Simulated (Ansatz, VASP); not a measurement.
# One calculation of AlNi, two programs

```xyz
2
Lattice="0.0000 2.2044 2.2044 2.2044 0.0000 2.2044 2.2044 2.2044 0.0000" Properties=species:S:1:pos:R:3 pbc="T T T"
Ni    0.0000    0.0000    0.0000
Al    2.2044    2.2044    2.2044
```

Change from the starting cell: volume scaled by 0.8, LAPW.

Alike in both runs: task single point; functional LDA; k mesh 15 × 15 × 15; occupations fermi-dirac, width 0.1 eV; no spin polarisation.

|  | VASP | Ansatz |
| --- | --- | --- |
| version | VASP 6.6.1 | Ansatz 0.2.0 |
| potentials or method | VASP PAW LDA potentials, release 64 (Ni, Al), cutoff 520 eV | all-electron LAPW, scalar-relativistic |

|  | VASP | Ansatz | Ansatz less VASP |
| --- | --- | --- | --- |
| pressure (GPa) | 46.8 | 46.2 | -0.69 |

LDA's correlation is that of Perdew and Zunger in VASP and of Perdew and Wang (1992) in Ansatz. Both programs put the cell under a high pressure, so it lies far from rest at this level. Ansatz ran all-electron here, and VASP with PAW potentials.
